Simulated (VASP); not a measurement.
# MgO (P-6m2) in VASP: a series of runs

Runs on MgO. Level: PBEsol. Tasks: single point.

All numbers are computed with VASP 6.6.1; they aren't measurements. Logs are shortened: lines on timing, memory, paths and dates and some standing lists are left out, and cuts for length are marked.

### 1 The cell of the first run

Symmetry: P-6m2, No. 187, hexagonal system. The conventional cell has a = 2.938 Å, b = 2.938 Å, c = 2.680 Å, α = 90.00°, β = 90.00°, γ = 120.00°. Mg (site symmetry -6m2) has 6 O at 2.16 Å and 2 Mg at 2.68 Å within 2.9 Å. O (site symmetry -6m2) has 6 Mg at 2.16 Å and 2 O at 2.68 Å within 2.9 Å.

### 2 Single point, PBEsol

File INCAR:

```
ALGO = Normal ; EDIFF = 1E-6
ENCUT = 520 ; GGA = PS
ISIF = 2 ; ISMEAR = 1
LASPH = T ; LCHARG = F
LREAL = F ; LWAVE = F
NBANDS = 11 ; NELM = 80
PREC = Accurate ; SIGMA = 0.025
```

File KPOINTS:

```
k-points
0
Gamma
  9 9 8
```

File POSCAR:

```
MgO
1.0
    2.9380209034      0.0000000000      0.0000000000
   -1.4690104517      2.5444007392      0.0000000000
    0.0000000000      0.0000000000      2.6796800000
Mg O
1 1
Direct
    0.0000000000      0.0000000000      0.0000000000
    0.3333333333      0.6666666667      0.5000000000
```

Potentials or basis: VASP PAW PBE potentials, release 64 (Mg, O).

Launch:

```
$ cat potpaw_PBE.64/Mg/POTCAR potpaw_PBE.64/O/POTCAR > POTCAR
$ mpirun -np 1 vasp_std > vasp.out
```

OUTCAR:

```text
EDIFF = 1E-6
   ENCUT = 520
   GGA = PS
   ISIF = 2
   ISMEAR = 1
   LASPH = T
   LREAL = F
   NELM = 80
   PREC = Accurate

 ion  position               nearest neighbor table
   1  0.000  0.000  0.000-   2 2.16   2 2.16   2 2.16   2 2.16   2 2.16   2 2.16
   2  0.333  0.667  0.500-   1 2.16   1 2.16   1 2.16   1 2.16   1 2.16   1 2.16

  LATTYP: Found a hexagonal cell.
 ALAT       =     2.9380209034
 C/A-ratio  =     0.9120697531

  Lattice vectors:

 A1 = (   2.9380209034,   0.0000000000,   0.0000000000)
 A2 = (  -1.4690104517,   2.5444007392,   0.0000000000)
 A3 = (   0.0000000000,   0.0000000000,   2.6796800000)

Analysis of symmetry for initial positions (statically):
=====================================================================
 Subroutine PRICEL returns:
 Original cell was already a primitive cell.

 Routine SETGRP: Setting up the symmetry group for a
 hexagonal supercell.

 Subroutine GETGRP returns: Found 12 space group operations
 (whereof 12 operations were pure point group operations)
 out of a pool of 24 trial point group operations.

The static configuration has the point symmetry D_3h.

Analysis of symmetry for dynamics (positions and initial velocities):
=====================================================================
 Subroutine PRICEL returns:
 Original cell was already a primitive cell.

 Routine SETGRP: Setting up the symmetry group for a
 hexagonal supercell.

 Subroutine GETGRP returns: Found 12 space group operations
 (whereof 12 operations were pure point group operations)
 out of a pool of 24 trial point group operations.

The dynamic configuration has the point symmetry D_3h.

 Subroutine INISYM returns: Found 12 space group operations
 (whereof 12 operations are pure point group operations),
 and found     1 'primitive' translations

----------------------------------------------------------------------------------------

                                     Primitive cell

  volume of cell :      20.0320

  direct lattice vectors                    reciprocal lattice vectors
     2.938020903  0.000000000  0.000000000     0.340365175  0.196509926  0.000000000
    -1.469010452  2.544400739  0.000000000     0.000000000  0.393019851  0.000000000
     0.000000000  0.000000000  2.679680000     0.000000000  0.000000000  0.373178887

  length of vectors
[... 83 lines left out ...]
   LREAL  =      F    real-space projection
   EDIFFG = 0.1E-04   stopping-criterion for IOM
   NSW    =      0    number of steps for IOM
   IBRION =     -1    ionic relax: 0-MD 1-quasi-New 2-CG
   NFREE  =      0    steps in history (QN), initial steepest desc. (CG)
   ISIF   =      2    stress and relaxation
   ISYM   =      2    0-nonsym 1-usesym 2-fastsym
   POTIM  = 0.5000    time-step for ionic-motion
   TEBEG  =    0.0;   TEEND  =   0.0 temperature during run
   PSTRESS=    0.0 pullay stress
   NELECT =       8.0000    total number of electrons
   NUPDOWN=      -1.0000    fix difference up-down
   EMIN   =  10.00;   EMAX   =-10.00  energy-range for DOS
   EFERMI =   0.00;   METHOD = LEGACY
   ISMEAR =     1;   SIGMA  =   0.03  broadening in eV -4-tet -1-fermi 0-gaus
   EFERMI_NEDOS =   21; number of points for ismear=-14 and -15
   IALGO  =     38    algorithm
   IMIX   =      4    mixing-type and parameters
     AMIX     =   0.40;   BMIX     =  1.00
     AMIX_MAG =   1.60;   BMIX_MAG =  1.00
  volume/ion in A,a.u.               =      10.02        67.59
  Fermi-wavevector in a.u.,A,eV,Ry     =   1.205583  2.278221 19.775115  1.453430
  Thomas-Fermi vector in A             =   2.341275
   LORBIT       =      0    0 simple, 1 ext, 2 COOP (PROOUT), +10 PAW based schemes
   GGA     = PS    functional components
   LHFCALC =     F    Hartree Fock is set to
   AEXX    =    0.0000 exact exchange contribution
   IVDW    =     0    specifies the selected vdW correction
   LEPSILON=     F    determine dielectric tensor
   LRPA    =     F    only Hartree local field effects (RPA)
 non-spin polarized calculation
 Methfessel and Paxton  Order N= 1 SIGMA  =   0.03
  energy-cutoff  :      520.00
  volume of cell :       20.03
 maximum number of plane-waves:       562
 NGX is ok and might be reduce to    24
   NGX = 11   NGY = 11   NGZ =  9

 number of electron       7.9999996 magnetization

 Free energy of the ion-electron system (eV)
  ---------------------------------------------------
  ext. energy  EPLUGINS =         0.00000000
  ---------------------------------------------------
  free energy    TOTEN  =       -11.81643435 eV

  energy without entropy =      -11.81649021  energy(sigma->0) =      -11.81645297

 E-fermi :   3.1919     XC(G=0): -10.9545

 val. band max:        3.1842737538   @ k =   0.3333   0.3333   0.0000
 cond. band min:       6.1046510349   @ k =   0.0000   0.0000   0.0000
 fundamental gap:      2.9203772811
 Fermi energy:         3.1919173908

 k-point     1 :       0.0000    0.0000    0.0000
  band No.  band energies     occupation
      1     -14.1884      2.00000
      2       2.5767      2.00000
      3       2.5767      2.00000
      4       2.7782      2.00000
      5       6.1047      0.00000
      6      14.8768      0.00000
      7      18.6322      0.00000
      8      18.6322      0.00000
      9      22.8346      0.00000
     10      23.9425      0.00000
     11      25.5601      0.00000
[... 309 lines left out ...]
 k-point    24 :       0.3333    0.3333    0.1250
  band No.  band energies     occupation
      1     -12.8969      2.00000
      2      -0.3930      2.00000
      3      -0.3884      2.00000
      4       2.5489      2.00000
      5      11.3102      0.00000
      6      14.4384      0.00000
      7      15.3989      0.00000
      8      20.2372      0.00000
      9      20.7127      0.00000
     10      24.4485      0.00000
     11      27.1256      0.00000

 [... further k-points ...]
[... 5 lines left out ...]
  --------------------------------------------------------------------------------------
  -------------------------------------------------------------------------------------
  Total       -0.5320378     -0.5320378     -0.5653720      0.0000000     -0.0000000      0.0000000
  in kB      -42.5529554    -42.5529554    -45.2190636      0.0000000     -0.0000000      0.0000000
  external PRESSURE =     -43.4416581 kB  Pullay stress =       0.0000000 kB

 VOLUME and BASIS-vectors are now :
 -----------------------------------------------------------------------------
  energy-cutoff  :      520.00
  volume of cell :       20.03
      direct lattice vectors                 reciprocal lattice vectors
     2.938020903  0.000000000  0.000000000     0.340365175  0.196509926  0.000000000
    -1.469010452  2.544400739  0.000000000     0.000000000  0.393019851  0.000000000
     0.000000000  0.000000000  2.679680000     0.000000000  0.000000000  0.373178887

 POSITION                                       TOTAL-FORCE (eV/Angst)
 -----------------------------------------------------------------------------------
      0.00000      0.00000      0.00000         0.000000     -0.000000      0.000000
     -0.00000      1.69627      1.33984        -0.000000      0.000000      0.000000
 -----------------------------------------------------------------------------------
    total drift:                                0.000000     -0.000000     -0.000000

  FREE ENERGIE OF THE ION-ELECTRON SYSTEM (eV)
  ---------------------------------------------------
  free  energy   TOTEN  =       -11.8164343471 eV

  energy  without entropy=      -11.8164902120  energy(sigma->0) =      -11.81645297
```

stdout:

```text
POSCAR found type information on POSCAR MgO
 POSCAR found :  2 types and       2 ions
 scaLAPACK will be used
 -----------------------------------------------------------------------------
|                                                                             |
|                                                                             |
|     You enforced a specific xc type in the INCAR file but a different       |
|     I HOPE YOU KNOW WHAT YOU ARE DOING!                                     |
|                                                                             |
 -----------------------------------------------------------------------------

 LDA part: xc-table for (Slater+PW92), standard interpolation
 POSCAR, INCAR and KPOINTS ok, starting setup
 FFT: planning ... GRIDC
 FFT: planning ... GRID_SOFT
 FFT: planning ... GRID
 WAVECAR not read
 entering main loop
```

Wall time 4.6 s (1 thread of Intel Xeon 6975P-C (Granite Rapids), shared host); peak memory 0.14 GiB.

What came out:

```yaml
Free_energy: -11.8164 eV
Pressure: -4.3 GPa
Band_gap_on_the_k_mesh: 2.92 eV, indirect (least direct gap 3.33 eV)
```

Stress tensor (GPa, compression positive):
```
-4.26  0.00  0.00
 0.00 -4.26  0.00
 0.00  0.00 -4.52
```

Caveat: the PAW data sets were made with another functional, which shifts forces and pressure a little.

### 3 Single point, PBEsol

File INCAR:

```
SYSTEM = MgO
  ALGO = Normal
  EDIFF = 1E-6
  ENCUT = 520
  GGA = PS
  ISIF = 2
  ISMEAR = 1
  LASPH = .TRUE.
  LCHARG = .TRUE.
  LELF = .TRUE.
  LREAL = .FALSE.
  LVHAR = .TRUE.
  LWAVE = .FALSE.
  NBANDS = 11
  NELM = 60
  PREC = Accurate
  SIGMA = 0.01
```

File KPOINTS:

```
k-points
0
G
  9 9 8
  0 0 0
```

POSCAR is that of step 2.

Potentials or basis: VASP PAW PBE potentials, release 64 (Mg, O).

Launch:

```
$ cat potpaw_PBE.64/Mg/POTCAR potpaw_PBE.64/O/POTCAR > POTCAR
$ mpirun -np 1 vasp_std > vasp.out
```

Run time: 4.2 s. Hardware: 1 thread of Intel Xeon 6975P-C (Granite Rapids), shared host; peak memory 0.14 GiB.

It converged, with:

```yaml
Free_energy: -11.8164 eV
Pressure: -4.3 GPa
Band_gap_on_the_k_mesh: 2.92 eV, indirect (least direct gap 3.33 eV)
```

Stress tensor (GPa, compression positive):
```
-4.25  0.00  0.00
 0.00 -4.25  0.00
 0.00  0.00 -4.52
```

Levels at points of the mesh, in eV from the valence-band top:
| k point | band 2 | band 3 | band 4 | band 5 | band 6 | band 7 |
| --- | --- | --- | --- | --- | --- | --- |
| (0.00, 0.00, 0.00) | -0.61 | -0.61 | -0.41 | 2.92 | 11.69 | 15.45 |
| (0.00, 0.00, 0.50) | -5.41 | -0.09 | -0.09 | 8.16 | 8.93 | 17.43 |

Caveat: the PAW data sets were made with another functional, which shifts forces and pressure a little. As with any semilocal functional, this PBEsol gap is likely too small.

### 4 Single point, PBEsol

File INCAR:

```
  PREC = Accurate
  ENCUT = 520
  EDIFF = 1E-7
  ISMEAR = 1
  SIGMA = 0.005
  LREAL = F
  LASPH = T
  NELM = 100
  ALGO = Normal
  ISIF = 2
  LWAVE = F
  LCHARG = F
  GGA = PS
  NBANDS = 11
```

File KPOINTS:

```
Automatic mesh
0
Gamma
  9 9 8
```

POSCAR is that of step 3.

Potentials or basis: VASP PAW PBE potentials, release 64 (Mg, O).

Launch:

```
$ cat potpaw_PBE.64/Mg/POTCAR potpaw_PBE.64/O/POTCAR > POTCAR
$ mpirun -np 1 vasp_std > vasp.out
```

OUTCAR:

```text
PREC = Accurate
   ENCUT = 520
   EDIFF = 1E-7
   ISMEAR = 1
   LREAL = F
   LASPH = T
   NELM = 100
   ISIF = 2
   GGA = PS

 ion  position               nearest neighbor table
   1  0.000  0.000  0.000-   2 2.16   2 2.16   2 2.16   2 2.16   2 2.16   2 2.16
   2  0.333  0.667  0.500-   1 2.16   1 2.16   1 2.16   1 2.16   1 2.16   1 2.16

  LATTYP: Found a hexagonal cell.
 ALAT       =     2.9380209034
 C/A-ratio  =     0.9120697531

  Lattice vectors:

 A1 = (   2.9380209034,   0.0000000000,   0.0000000000)
 A2 = (  -1.4690104517,   2.5444007392,   0.0000000000)
 A3 = (   0.0000000000,   0.0000000000,   2.6796800000)

Analysis of symmetry for initial positions (statically):
=====================================================================
 Subroutine PRICEL returns:
 Original cell was already a primitive cell.

 Routine SETGRP: Setting up the symmetry group for a
 hexagonal supercell.

 Subroutine GETGRP returns: Found 12 space group operations
 (whereof 12 operations were pure point group operations)
 out of a pool of 24 trial point group operations.

[... 166 lines left out ...]
 cond. band min:       6.1047676764   @ k =   0.0000   0.0000   0.0000
 fundamental gap:      2.9202998823
 Fermi energy:         3.1886772053

 k-point     1 :       0.0000    0.0000    0.0000
  band No.  band energies     occupation
      1     -14.1882      2.00000
      2       2.5768      2.00000
      3       2.5768      2.00000
      4       2.7784      2.00000
      5       6.1048      0.00000
      6      14.8769      0.00000
      7      18.6322      0.00000
      8      18.6322      0.00000
      9      22.8347      0.00000
     10      23.9426      0.00000
     11      25.5601      0.00000
[... 309 lines left out ...]
 k-point    24 :       0.3333    0.3333    0.1250
  band No.  band energies     occupation
      1     -12.8967      2.00000
      2      -0.3929      2.00000
      3      -0.3883      2.00000
      4       2.5491      2.00000
      5      11.3104      0.00000
      6      14.4385      0.00000
      7      15.3989      0.00000
      8      20.2373      0.00000
      9      20.7127      0.00000
     10      24.4485      0.00000
     11      27.1257      0.00000

 [... further k-points ...]
[... 5 lines left out ...]
  --------------------------------------------------------------------------------------
  -------------------------------------------------------------------------------------
  Total       -0.5330425     -0.5330425     -0.5666139      0.0000000      0.0000000      0.0000000
  in kB      -42.6333155    -42.6333155    -45.3183902      0.0000000      0.0000000      0.0000000
  external PRESSURE =     -43.5283404 kB  Pullay stress =       0.0000000 kB

 VOLUME and BASIS-vectors are now :
 -----------------------------------------------------------------------------
  energy-cutoff  :      520.00
  volume of cell :       20.03
      direct lattice vectors                 reciprocal lattice vectors
     2.938020903  0.000000000  0.000000000     0.340365175  0.196509926  0.000000000
    -1.469010452  2.544400739  0.000000000     0.000000000  0.393019851  0.000000000
     0.000000000  0.000000000  2.679680000     0.000000000  0.000000000  0.373178887

 POSITION                                       TOTAL-FORCE (eV/Angst)
 -----------------------------------------------------------------------------------
      0.00000      0.00000      0.00000        -0.000000      0.000000      0.000000
     -0.00000      1.69627      1.33984         0.000000      0.000000      0.000000
 -----------------------------------------------------------------------------------
    total drift:                                0.000000     -0.000000     -0.000000

  FREE ENERGIE OF THE ION-ELECTRON SYSTEM (eV)
  ---------------------------------------------------
  free  energy   TOTEN  =       -11.8164495633 eV

  energy  without entropy=      -11.8164504580  energy(sigma->0) =      -11.81644986
```

OSZICAR:

```text
N       E                     dE             d eps       ncg     rms          rms(c)
DAV:   1     0.146406252777E+02    0.14641E+02   -0.45581E+03  1512   0.637E+02
DAV:   2    -0.127516989393E+02   -0.27392E+02   -0.26929E+02  1538   0.135E+02
DAV:   3    -0.133805740162E+02   -0.62888E+00   -0.62842E+00  1579   0.179E+01
DAV:   4    -0.133822634203E+02   -0.16894E-02   -0.16894E-02  1428   0.106E+00
DAV:   5    -0.133822694866E+02   -0.60663E-05   -0.60663E-05  1592   0.623E-02    0.682E+00
DAV:   6    -0.118840414366E+02    0.14982E+01   -0.86215E+00  1350   0.155E+01    0.237E+00
DAV:   7    -0.118414078166E+02    0.42634E-01   -0.74547E-02  1451   0.235E+00    0.135E+00
DAV:   8    -0.118168894151E+02    0.24518E-01   -0.37619E-02  1368   0.200E+00    0.254E-01
DAV:   9    -0.118166232557E+02    0.26616E-03   -0.23673E-04  1565   0.113E-01    0.191E-01
DAV:  10    -0.118164501674E+02    0.17309E-03   -0.64626E-04  1380   0.206E-01    0.148E-02
DAV:  11    -0.118164485356E+02    0.16318E-05   -0.14895E-05  1503   0.229E-02    0.556E-03
DAV:  12    -0.118164493690E+02   -0.83336E-06   -0.82716E-07  1451   0.689E-03    0.526E-04
DAV:  13    -0.118164495353E+02   -0.16632E-06   -0.28519E-08   774   0.110E-03    0.148E-04
DAV:  14    -0.118164495633E+02   -0.27963E-07   -0.10321E-09   699   0.252E-04
   1 F= -.11816450E+02 E0= -.11816450E+02  d E =0.894739E-06
```

stdout:

```text
POSCAR found type information on POSCAR MgO
 POSCAR found :  2 types and       2 ions
 scaLAPACK will be used
 -----------------------------------------------------------------------------
|                                                                             |
|                                                                             |
|     You enforced a specific xc type in the INCAR file but a different       |
|     I HOPE YOU KNOW WHAT YOU ARE DOING!                                     |
|                                                                             |
 -----------------------------------------------------------------------------

 LDA part: xc-table for (Slater+PW92), standard interpolation
 POSCAR, INCAR and KPOINTS ok, starting setup
 FFT: planning ... GRIDC
 FFT: planning ... GRID_SOFT
 FFT: planning ... GRID
 WAVECAR not read
 entering main loop
```

Wall time 4.6 s (1 thread of Intel Xeon 6975P-C (Granite Rapids), shared host); peak memory 0.14 GiB.

What came out:

| Item | Value |
| --- | --- |
| Free energy | -11.8164 eV |
| Pressure | -4.4 GPa |
| Band gap on the k mesh | 2.92 eV, indirect (least direct gap 3.33 eV) |

Caveat: the PAW data sets were made with another functional, which shifts forces and pressure a little. A k mesh can miss the band edges.

### 5 Overview

```csv
smearing,gap on the mesh (eV),pressure (GPa)
methfessel-paxton 0.025 eV,2.92,-4.3
methfessel-paxton 0.01 eV,2.92,-4.3
methfessel-paxton 0.005 eV,2.92,-4.4
```

Alike in all rows: task single point; level PBEsol; potentials or basis VASP PAW PBE potentials, release 64 (Mg, O); no spin polarisation; cell as given; k mesh 9 × 9 × 8; cutoff (eV) 520.

On the cell as given the gap runs from 2.92 eV (PBEsol) to 2.92 eV (PBEsol).

Caveats: the PAW data sets were made with another functional, which shifts forces and pressure a little.

Total energies depend on the potentials used, so only differences within one code and one set of settings carry meaning.
